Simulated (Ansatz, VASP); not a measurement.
One calculation of Ru, two programs

```
CELL_PARAMETERS angstrom
2.68830 0.00000 0.00000
-1.34415 2.32814 0.00000
0.00000 0.00000 8.65333
ATOMIC_POSITIONS crystal
Ru 0.00000 0.00000 0.00000
Ru 0.33333 0.66667 0.25000
Ru 0.00000 0.00000 0.50000
Ru 0.66667 0.33333 0.75000
```

Alike in both runs: functional r2SCAN; k mesh 18 × 18 × 6; occupations gaussian, width 0.1 eV; no spin polarisation.

Ansatz relaxed the structure, and its values are those at the end. VASP's run is a single point on that final structure, the one shown.

|  | VASP | Ansatz |
| --- | --- | --- |
| version | VASP 6.6.1 | Ansatz 0.2.0 |
| potentials or method | VASP PAW PBE potentials, release 64 (Ru_pv), cutoff 520 eV | scalar-relativistic, plane waves, PAW |
| valence electrons in the cell | 56 | 64 |

```tsv
	VASP	Ansatz	Ansatz less VASP
gap on the k mesh at the Fermi level (eV)	none	none	-
pressure (GPa)	1.5	0.0	-1.50
```

VASP's potentials were made for PBE, not for r2SCAN. A gap of «none» marks a metal or a gap that the smearing closes. With one functional, cell and mesh, what is left measures potentials, basis and numerics. VASP's potentials hold 56 valence electrons a cell and Ansatz's 64, so a difference there can come from the potentials and not from the codes.
